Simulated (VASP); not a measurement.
Wanted: the native input for a VASP 6.6.1 run.

| Quantity | Value |
| --- | --- |
| Task | single point |
| Functional | PBE |
| Potentials or basis | VASP PAW PBE potentials, release 64 (Os, Au) |
| Cutoff | 520 eV |
| k mesh | 7 × 7 × 3 |
| Occupations | gaussian, width 0.2 eV |
| Spin | no spin polarisation |
| Dipole correction | no |
| Further INCAR settings | ALGO = Normal; EDIFF = 1e-07; NBANDS = 26 |

The structure of Os3Au lies in POSCAR:

```
Os3Au
1.0
    1.9455235401     -1.9484269855      0.0000000000
    1.9455235401      1.9484269855      0.0000000000
    0.0000000000      0.0000000000      7.9846860803
Os Au
3 1
Direct
    0.5000000000      0.5000000000      0.2322310450
    0.0000000000      0.0000000000      0.0000000000
    0.5000000000      0.5000000000      0.7677689550
    0.0000000000      0.0000000000      0.5000000000
```

These files were run (other wordings do the same):

INCAR

```
SYSTEM = Os3Au
PREC = Accurate
ENCUT = 520
EDIFF = 1E-7
ISMEAR = 0
SIGMA = 0.2
LREAL = .False.
LASPH = .True.
NELM = 80
ALGO = Normal
ISIF = 2
LWAVE = .False.
LCHARG = .True.
GGA = PE
LELF = .True.
LVHAR = .True.
NBANDS = 26
```

KPOINTS

```
regular mesh
0
Gamma
  7 7 3
  0 0 0
```

Potentials or basis: VASP PAW PBE potentials, release 64 (Os, Au).

Launch:

```sh
$ cat potpaw_PBE.64/Os/POTCAR potpaw_PBE.64/Au/POTCAR > POTCAR
$ mpirun -np 1 vasp_std > vasp.out
```

It gave:

```yaml
Pressure: 0.2 GPa
Largest_force: 0.033 eV/Å
```

Run time: 31 s on 1 thread of Intel(R) Xeon(R) Platinum 8488C (Sapphire Rapids), with other jobs on the host, peak memory 0.19 GiB.
